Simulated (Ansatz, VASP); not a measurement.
One calculation of Li2S, two programs

The input INCAR:

```
ALGO     = Normal         # electronic algorithm
EDIFF    = 1E-6           # SCF threshold, eV
ENCUT    = 750            # plane-wave cutoff, eV
GGA      = PE             # functional
GGA_COMPAT= F            
ISIF     = 2              # what is computed and relaxed
ISMEAR   = 0              # smearing method
LASPH    = T              # aspherical terms in the spheres
LCHARG   = F              # write CHGCAR
LREAL    = F              # projectors in reciprocal space
LWAVE    = F              # write WAVECAR
NBANDS   = 13             # bands
NELM     = 120            # most SCF steps
PREC     = Accurate       # precision mode
SIGMA    = 0.01           # smearing width, eV
```

Contents of KPOINTS:

```
k-points
0
Gamma
  6 6 6
```

POSCAR

```
Li2S
1.0
    0.0000000000      2.8445000000      2.8445000000
    2.8445000000      0.0000000000      2.8445000000
    2.8445000000      2.8445000000      0.0000000000
Li S
2 1
Direct
    0.2500000000      0.2500000000      0.2500000000
    0.7500000000      0.7500000000      0.7500000000
    0.0000000000      0.0000000000      0.0000000000
```

Input for Ansatz:

```yaml
crystal:
  lattice:
    - [0.0, 2.8445, 2.8445]
    - [2.8445, 0.0, 2.8445]
    - [2.8445, 2.8445, 0.0]
  atoms:
    - { symbol: Li, position: [0.25, 0.25, 0.25] }
    - { symbol: Li, position: [0.75, 0.75, 0.75] }
    - { symbol: S, position: [0.0, 0.0, 0.0] }
basis:
  ecutwfc: 510.0
kpoints:
  mp_grid:
    grid: [6, 6, 6]
hamiltonian:
  xc: pbe
scf:
  occupations:
    method: fixed
output:
  polarization:
    string_points: 10
```

Alike in both runs: task single point; functional PBE; k mesh 6 × 6 × 6; no spin polarisation.

|  | VASP | Ansatz |
| --- | --- | --- |
| version | VASP 6.6.1 | Ansatz 0.2.0 |
| potentials or method | VASP PAW PBE potentials, release 64 (Li_sv, S), cutoff 750 eV | plane waves, PAW |
| occupations | gaussian, width 0.01 eV | fixed |
| valence electrons in the cell | 12 | 12 |

```csv
,VASP,Ansatz,Ansatz less VASP
gap on the k mesh at the Fermi level (eV),3.39,3.39,+0.001
```
